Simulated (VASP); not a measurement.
# CdS (Fm-3m) in VASP: settings compared

CdS is run at these levels: LDA, PBEsol; tasks: single point.

All numbers are computed with VASP 6.6.1; they aren't measurements. Logs are shortened: lines on timing, memory, paths and dates and some standing lists are left out, and cuts for length are marked.

## (1) The cell of the first run

It takes space group Fm-3m (No. 225, cubic). Conventional cell: a = 5.394 Å, b = 5.394 Å, c = 5.394 Å, α = 90.00°, β = 90.00°, γ = 90.00°. Cd (site symmetry m-3m) has 6 S at 2.70 Å within 3.6 Å. S (site symmetry m-3m) has 6 Cd at 2.70 Å within 3.6 Å.

## (2) Single point, LDA (volume scaled by 0.94)

Contents of INCAR:

```
ALGO = Normal ; EDIFF = 1E-6
ENCUT = 520 ; ISIF = 2
ISMEAR = -1 ; LASPH = True
LCHARG = False ; LREAL = False
LWAVE = False ; NBANDS = 16
NELM = 80 ; PREC = Accurate
SIGMA = 0.05
```

Contents of KPOINTS:

```
k-points
0
Gamma
  8 8 8
```

Contents of POSCAR:

```
CdS
1.0
    0.0000000000      2.6970395763      2.6970395763
    2.6970395763      0.0000000000      2.6970395763
    2.6970395763      2.6970395763      0.0000000000
Cd S
1 1
Direct
    0.0000000000      0.0000000000      0.0000000000
    0.5000000000      0.5000000000      0.5000000000
```

Potentials or basis: VASP PAW LDA potentials, release 64 (Cd, S).

Launch:

```sh
cat potpaw_LDA.64/Cd/POTCAR potpaw_LDA.64/S/POTCAR > POTCAR
mpirun -np 1 vasp_std > vasp.out
```

OUTCAR:

```text
EDIFF = 1E-6
   ENCUT = 520
   ISIF = 2
   ISMEAR = -1
   LASPH = True
   LREAL = False
   NELM = 80
   PREC = Accurate

 ion  position               nearest neighbor table
   1  0.000  0.000  0.000-   2 2.70   2 2.70   2 2.70   2 2.70   2 2.70   2 2.70
   2  0.500  0.500  0.500-   1 2.70   1 2.70   1 2.70   1 2.70   1 2.70   1 2.70

  LATTYP: Found a face centered cubic cell.
 ALAT       =     5.3940791526

  Lattice vectors:

 A1 = (   0.0000000000,   2.6970395763,   2.6970395763)
 A2 = (   2.6970395763,   0.0000000000,   2.6970395763)
 A3 = (   2.6970395763,   2.6970395763,   0.0000000000)

Analysis of symmetry for initial positions (statically):
=====================================================================
 Subroutine PRICEL returns:
 Original cell was already a primitive cell.

 Routine SETGRP: Setting up the symmetry group for a
 face centered cubic supercell.

 Subroutine GETGRP returns: Found 48 space group operations
[... 9 lines left out ...]

 Routine SETGRP: Setting up the symmetry group for a
 face centered cubic supercell.

 Subroutine GETGRP returns: Found 48 space group operations
[... 11 lines left out ...]
                                     Primitive cell

  volume of cell :      39.2367

  direct lattice vectors                    reciprocal lattice vectors
     0.000000000  2.697039576  2.697039576    -0.185388455  0.185388455  0.185388455
     2.697039576  0.000000000  2.697039576     0.185388455 -0.185388455  0.185388455
     2.697039576  2.697039576  0.000000000     0.185388455  0.185388455 -0.185388455

  length of vectors
     3.814189947  3.814189947  3.814189947     0.321102223  0.321102223  0.321102223

  position of ions in fractional coordinates (direct lattice)
     0.000000000  0.000000000  0.000000000
     0.500000000  0.500000000  0.500000000

  ion indices of the primitive-cell ions
   primitive index   ion index
                 1           1
                 2           2

----------------------------------------------------------------------------------------

 KPOINTS: k-points

Automatic generation of k-mesh.
 Grid dimensions read from file:
 generate k-points for:    8    8    8

 Generating k-lattice:

  Cartesian coordinates                     Fractional coordinates (reciprocal lattice)
    -0.023173557  0.023173557  0.023173557     0.125000000  0.000000000  0.000000000
     0.023173557 -0.023173557  0.023173557     0.000000000  0.125000000  0.000000000
     0.023173557  0.023173557 -0.023173557     0.000000000  0.000000000  0.125000000

  Length of vectors
     0.040137778  0.040137778  0.040137778

  Shift w.r.t. Gamma in fractional coordinates (k-lattice)
     0.000000000  0.000000000  0.000000000

 Subroutine IBZKPT returns following result:
 ===========================================

 Found     29 irreducible k-points:

 Following reciprocal coordinates:
            Coordinates               Weight
  0.000000  0.000000  0.000000      1.000000
  0.125000  0.000000  0.000000      8.000000
  0.250000  0.000000  0.000000      8.000000
  0.375000  0.000000  0.000000      8.000000
  0.500000  0.000000  0.000000      4.000000
  0.125000  0.125000  0.000000      6.000000
[... 16 lines left out ...]
  0.500000  0.250000  0.125000     48.000000
 -0.375000  0.250000  0.125000     24.000000
 [... further k-points ...]
   k-points           NKPTS =     29   k-points in BZ     NKDIM =     29   number of bands    NBANDS=     16
   number of dos      NEDOS =    301   number of ions     NIONS =      2
   total plane-waves  NPLWV =  21952
   dimension x,y,z NGX =    28 NGY =   28 NGZ =   28
   dimension x,y,z NGXF=    56 NGYF=   56 NGZF=   56
   ions per type =               1   1
   NGX,Y,Z   is equivalent  to a cutoff of  12.20, 12.20, 12.20 a.u.
   NGXF,Y,Z  is equivalent  to a cutoff of  24.41, 24.41, 24.41 a.u.
 SYSTEM =  unknown system
   PREC   = accura    normal or accurate (medium, high low for compatibility)
   ISTART =      0    job   : 0-new  1-cont  2-samecut
   ICHARG =      2    charge: 1-file 2-atom 10-const
   ISPIN  =      1    spin polarized calculation?
   LNONCOLLINEAR =      F non collinear calculations
   LSORBIT =      F    spin-orbit coupling
   LASPH  =      T    aspherical Exc in radial PAW
   ENCUT  =  520.0 eV  38.22 Ry    6.18 a.u.   7.09  7.09  7.09*2*pi/ulx,y,z
   NELM   =     80;   NELMIN=  2; NELMDL= -5     # of ELM steps
   EDIFF  = 0.1E-05   stopping-criterion for ELM
   LREAL  =      F    real-space projection
   EDIFFG = 0.1E-04   stopping-criterion for IOM
   NSW    =      0    number of steps for IOM
   IBRION =     -1    ionic relax: 0-MD 1-quasi-New 2-CG
   NFREE  =      0    steps in history (QN), initial steepest desc. (CG)
   ISIF   =      2    stress and relaxation
   ISYM   =      2    0-nonsym 1-usesym 2-fastsym
   POTIM  = 0.5000    time-step for ionic-motion
   TEBEG  =    0.0;   TEEND  =   0.0 temperature during run
   PSTRESS=    0.0 pullay stress
   NELECT =      18.0000    total number of electrons
   NUPDOWN=      -1.0000    fix difference up-down
   EMIN   =  10.00;   EMAX   =-10.00  energy-range for DOS
   EFERMI =   0.00;   METHOD = LEGACY
   ISMEAR =    -1;   SIGMA  =   0.05  broadening in eV -4-tet -1-fermi 0-gaus
   EFERMI_NEDOS =   21; number of points for ismear=-14 and -15
   IALGO  =     38    algorithm
   IMIX   =      4    mixing-type and parameters
     AMIX     =   0.40;   BMIX     =  1.00
     AMIX_MAG =   1.60;   BMIX_MAG =  1.00
  volume/ion in A,a.u.               =      19.62       132.39
  Fermi-wavevector in a.u.,A,eV,Ry     =   1.262607  2.385982 21.690103  1.594178
  Thomas-Fermi vector in A             =   2.396007
   LORBIT       =      0    0 simple, 1 ext, 2 COOP (PROOUT), +10 PAW based schemes
   GGA     = CA    functional components
   LHFCALC =     F    Hartree Fock is set to
   AEXX    =    0.0000 exact exchange contribution
   IVDW    =     0    specifies the selected vdW correction
   LEPSILON=     F    determine dielectric tensor
   LRPA    =     F    only Hartree local field effects (RPA)
 non-spin polarized calculation
  energy-cutoff  :      520.00
  volume of cell :       39.24
 maximum number of plane-waves:      1067
   NGX = 15   NGY = 15   NGZ = 15

 number of electron      18.0000008 magnetization

 Free energy of the ion-electron system (eV)
  ---------------------------------------------------
  ext. energy  EPLUGINS =         0.00000000
  ---------------------------------------------------
  free energy    TOTEN  =        -7.26171475 eV

  energy without entropy =       -7.25940579  energy(sigma->0) =       -7.26056027

 E-fermi :   3.3051     XC(G=0): -10.9603

 val. band max:        3.1931953452   @ k =   0.5000   0.0000   0.0000
 cond. band min:       4.0188757683   @ k =   0.3750   0.3750   0.0000
 fundamental gap:      0.8256804230
 Fermi energy:         3.3051092484

 k-point     1 :       0.0000    0.0000    0.0000
  band No.  band energies     occupation
      1      -9.9146      2.00000
      2      -4.5663      2.00000
      3      -4.5663      2.00000
      4      -4.5612      2.00000
      5      -4.5612      2.00000
      6      -4.5612      2.00000
[... 8 lines left out ...]
     15      14.6211      0.00000
     16      14.6211      0.00000

 k-point     2 :       0.1250    0.0000    0.0000
  band No.  band energies     occupation
      1      -9.7667      2.00000
      2      -4.6205      2.00000
      3      -4.6205      2.00000
      4      -4.5802      2.00000
      5      -4.5277      2.00000
      6      -4.5277      2.00000
[... 8 lines left out ...]
     15      13.4559      0.00000
     16      14.2410      0.00000

 k-point     3 :       0.2500    0.0000    0.0000
  band No.  band energies     occupation
      1      -9.3665      2.00000
      2      -4.7478      2.00000
      3      -4.7478      2.00000
      4      -4.6520      2.00000
      5      -4.4438      2.00000
      6      -4.4438      2.00000
[... 8 lines left out ...]
     15      14.0228      0.00000
     16      14.0228      0.00000

 k-point     4 :       0.3750    0.0000    0.0000
  band No.  band energies     occupation
      1      -8.8753      2.00000
      2      -4.8686      2.00000
      3      -4.8686      2.00000
      4      -4.7989      2.00000
      5      -4.3578      2.00000
      6      -4.3578      2.00000
[... 8 lines left out ...]
     15      15.3000      0.00000
     16      15.3000      0.00000

 k-point     5 :       0.5000    0.0000    0.0000
  band No.  band energies     occupation
      1      -8.6287      2.00000
      2      -4.9170      2.00000
      3      -4.9170      2.00000
      4      -4.9061      2.00000
      5      -4.3216      2.00000
      6      -4.3216      2.00000
[... 8 lines left out ...]
     15      16.2158      0.00000
     16      16.2158      0.00000

 k-point     6 :       0.1250    0.1250    0.0000
  band No.  band energies     occupation
      1      -9.7247      2.00000
      2      -4.6814      2.00000
      3      -4.5888      2.00000
      4      -4.5478      2.00000
      5      -4.5285      2.00000
      6      -4.5285      2.00000
[... 8 lines left out ...]
     15      15.7191      0.00000
     16      15.8273      0.00000
[... 267 lines left out ...]
 k-point    21 :       0.5000    0.5000    0.0000
  band No.  band energies     occupation
      1      -8.9121      2.00000
      2      -4.7497      2.00000
      3      -4.4394      2.00000
      4      -4.2444      2.00000
      5      -4.2444      2.00000
      6      -3.4609      2.00000
[... 8 lines left out ...]
     15      17.7995      0.00000
     16      17.9493      0.00000

 k-point    22 :       0.3750    0.2500    0.1250
  band No.  band energies     occupation
      1      -9.1431      2.00000
      2      -4.7970      2.00000
      3      -4.6763      2.00000
      4      -4.6401      2.00000
      5      -4.4252      2.00000
      6      -4.3432      2.00000
[... 8 lines left out ...]
     15      16.4192      0.00000
     16      17.2046      0.00000

 k-point    23 :       0.5000    0.2500    0.1250
  band No.  band energies     occupation
      1      -8.8262      2.00000
      2      -4.7844      2.00000
      3      -4.7407      2.00000
      4      -4.6398      2.00000
      5      -4.3523      2.00000
      6      -4.2477      2.00000
[... 8 lines left out ...]
     15      16.9000      0.00000
     16      17.4331      0.00000

 k-point    24 :      -0.3750    0.2500    0.1250
  band No.  band energies     occupation
      1      -8.6845      2.00000
      2      -4.8347      2.00000
      3      -4.6983      2.00000
      4      -4.6321      2.00000
      5      -4.3092      2.00000
      6      -4.2038      2.00000
[... 8 lines left out ...]
     15      15.5905      0.00000
     16      17.7812      0.00000

 [... further k-points ...]
[... 5 lines left out ...]
  --------------------------------------------------------------------------------------
  -------------------------------------------------------------------------------------
  Total       -0.4808808     -0.4808808     -0.4808808      0.0000000      0.0000000      0.0000000
  in kB      -19.6361370    -19.6361370    -19.6361370      0.0000000      0.0000000      0.0000000
  external PRESSURE =     -19.6361370 kB  Pullay stress =       0.0000000 kB

 VOLUME and BASIS-vectors are now :
 -----------------------------------------------------------------------------
  energy-cutoff  :      520.00
  volume of cell :       39.24
      direct lattice vectors                 reciprocal lattice vectors
     0.000000000  2.697039576  2.697039576    -0.185388455  0.185388455  0.185388455
     2.697039576  0.000000000  2.697039576     0.185388455 -0.185388455  0.185388455
     2.697039576  2.697039576  0.000000000     0.185388455  0.185388455 -0.185388455

 POSITION                                       TOTAL-FORCE (eV/Angst)
 -----------------------------------------------------------------------------------
      0.00000      0.00000      0.00000         0.000000     -0.000000      0.000000
      2.69704      2.69704      2.69704        -0.000000      0.000000     -0.000000
 -----------------------------------------------------------------------------------
    total drift:                                0.000000      0.000000      0.000000

  FREE ENERGIE OF THE ION-ELECTRON SYSTEM (eV)
  ---------------------------------------------------
  free  energy   TOTEN  =        -7.2617147524 eV

  energy  without entropy=       -7.2594057883  energy(sigma->0) =       -7.26056027
```

Run time: 20 s. Hardware: 1 thread of Intel Xeon 8259CL, shared host; peak memory 0.15 GiB.

What came out:

```yaml
Free_energy: -7.2617 eV
Pressure: -2.0 GPa
Band_gap_on_the_k_mesh: zero (filled and empty bands touch)
```

## (3) Single point, LDA (volume scaled by 0.96)

Contents of INCAR:

```
SYSTEM = CdS
  ALGO = Normal
  EDIFF = 1E-7
  ENCUT = 520
  ISIF = 2
  ISMEAR = -1
  LASPH = .True.
  LCHARG = .False.
  LREAL = .False.
  LWAVE = .False.
  NBANDS = 16
  NELM = 100
  PREC = Accurate
  SIGMA = 0.05
```

Contents of KPOINTS:

```
k-points
0
Gamma
  8 8 8
  0 0 0
```

Contents of POSCAR:

```
CdS
1.0
    0.0000000000      2.7160334386      2.7160334386
    2.7160334386      0.0000000000      2.7160334386
    2.7160334386      2.7160334386      0.0000000000
Cd S
1 1
Direct
    0.0000000000      0.0000000000      0.0000000000
    0.5000000000      0.5000000000      0.5000000000
```

Potentials or basis: VASP PAW LDA potentials, release 64 (Cd, S).

Launch:

```sh
cat potpaw_LDA.64/Cd/POTCAR potpaw_LDA.64/S/POTCAR > POTCAR
mpirun -np 1 vasp_std > vasp.out
```

Wall time 31 s (1 thread of Intel Xeon 8259CL, shared host); peak memory 0.15 GiB.

It converged, with:

```
Free energy : -7.2472 eV
Pressure    : -3.6 GPa
```

Levels at points of the mesh, in eV from the Fermi level:
```tsv
k point	band 6	band 7	band 8	band 9	band 10	band 11	band 12	band 13
(0.00, 0.00, 0.00)	-7.81	-0.92	-0.92	-0.92	0.67	9.05	9.05	9.05
(0.50, 0.00, 0.00)	-7.59	-5.17	-0.12	-0.12	3.18	5.59	5.59	6.69
(0.50, 0.50, 0.00)	-6.78	-4.58	-2.39	-2.39	-0.11	5.78	9.67	11.06
```

## (4) Single point, PBEsol (volume scaled by 0.94)

Contents of INCAR:

```
  PREC = Accurate
  ENCUT = 520
  EDIFF = 1E-6
  ISMEAR = -1
  SIGMA = 0.05
  LREAL = False
  LASPH = True
  NELM = 60
  ALGO = Normal
  ISIF = 2
  LWAVE = False
  LCHARG = True
  GGA = PS
  LELF = True
  LVHAR = True
  NBANDS = 16
```

Contents of KPOINTS:

```
Automatic mesh
0
Gamma
  8 8 8
```

Contents of POSCAR:

```
CdS
1.0
    0.0000000000      2.6970395763      2.6970395763
    2.6970395763      0.0000000000      2.6970395763
    2.6970395763      2.6970395763      0.0000000000
Cd S
1 1
Direct
    0.0000000000      0.0000000000      0.0000000000
    0.5000000000      0.5000000000      0.5000000000
```

Potentials or basis: VASP PAW PBE potentials, release 64 (Cd, S).

Launch:

```sh
cat potpaw_PBE.64/Cd/POTCAR potpaw_PBE.64/S/POTCAR > POTCAR
mpirun -np 1 vasp_std > vasp.out
```

Run time: 27 s. Hardware: 1 thread of Intel Xeon 8259CL, shared host; peak memory 0.16 GiB.

Results (log left out):

* Free energy: -6.6466 eV
* Pressure: 0.7 GPa

Levels at points of the mesh, in eV from the Fermi level:
```tsv
k point	band 6	band 7	band 8	band 9	band 10	band 11	band 12	band 13
(0.00, 0.00, 0.00)	-7.83	-0.99	-0.99	-0.99	0.84	9.02	9.02	9.02
(0.50, 0.00, 0.00)	-7.59	-5.25	-0.14	-0.14	3.18	5.63	5.63	6.98
(0.50, 0.50, 0.00)	-6.75	-4.75	-2.49	-2.49	-0.01	5.70	9.88	11.33
```

Caveat: the PAW data sets were made with another functional, which shifts forces and pressure a little.

## (5) The runs side by side

```csv
level,potentials or basis,cell,pressure (GPa)
LDA,"VASP PAW LDA potentials, release 64 (Cd, S)","a = 3.814 Å, angles 60.0°, 2 atoms",-2.0
LDA,"VASP PAW LDA potentials, release 64 (Cd, S)","a = 3.841 Å, angles 60.0°, 2 atoms",-3.6
PBEsol,"VASP PAW PBE potentials, release 64 (Cd, S)","a = 3.814 Å, angles 60.0°, 2 atoms",0.7
```

Alike in all rows: task single point; no spin polarisation; k mesh 8 × 8 × 8; cutoff (eV) 520; smearing fermi-dirac 0.05 eV.

Caveats: the PAW data sets were made with another functional, which shifts forces and pressure a little (some runs).

Total energies depend on the potentials used, so only differences within one code and one set of settings carry meaning.
